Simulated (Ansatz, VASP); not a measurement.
## Two plane-wave programs on CdSe

```
Cd Se
1.0
     0.00000    2.89699    2.89699
     2.89699    0.00000    2.89699
     2.89699    2.89699    0.00000
Cd Se
1 1
Direct
  0.00000 0.00000 0.00000
  0.50000 0.50000 0.50000
```

Alike in both runs: task single point; functional PBE; k mesh 12 × 12 × 12; occupations gaussian, width 0.1 eV; no spin polarisation.

|  | VASP | Ansatz |
| --- | --- | --- |
| version | VASP 6.6.1 | Ansatz 0.2.0 |
| potentials or method | VASP PAW PBE potentials, release 64 (Cd, Se), cutoff 520 eV | scalar-relativistic, plane waves, PAW |
| valence electrons in the cell | 18 | 36 |

```tsv
	VASP	Ansatz	Ansatz less VASP
gap on the k mesh at the Fermi level (eV)	none	none	-
pressure (GPa)	-1.4	-1.7	-0.29
```

A gap of «none» marks a metal or a gap that the smearing closes. With one functional, cell and mesh, what is left measures potentials, basis and numerics. VASP's potentials hold 18 valence electrons a cell and Ansatz's 36, so a difference there can come from the potentials and not from the codes.
